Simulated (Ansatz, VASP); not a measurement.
**Ge: VASP beside Ansatz**

```xyz
2
Lattice="-2.5745 2.5745 1.3974 2.5745 -2.5745 1.3974 2.5745 2.5745 -1.3974" Properties=species:S:1:pos:R:3 pbc="T T T"
Ge    2.5745    0.0000    0.6987
Ge    0.0000   -0.0100    1.3974
```

Alike in both runs: task single point; functional LDA; k mesh 7 × 7 × 7; no spin polarisation.

```csv
,VASP,Ansatz
version,VASP 6.6.1,Ansatz 0.2.0
potentials or method,"VASP PAW LDA potentials, release 64 (Ge_d), cutoff 520 eV","plane waves, PAW"
occupations,"methfessel-paxton of order 1, width 0.1 eV",cold
valence electrons in the cell,28,28
```

```tsv
	VASP	Ansatz	Ansatz less VASP
rms of the force components (eV/Å)	0.014	0.016	+0.0021
```

LDA's correlation is that of Perdew and Zunger in VASP and of Perdew and Wang (1992) in Ansatz. Atom by atom the forces differ by 0.002 eV/Å (rms over components).

The k mesh is coarse, so the values compare programs but aren't converged.
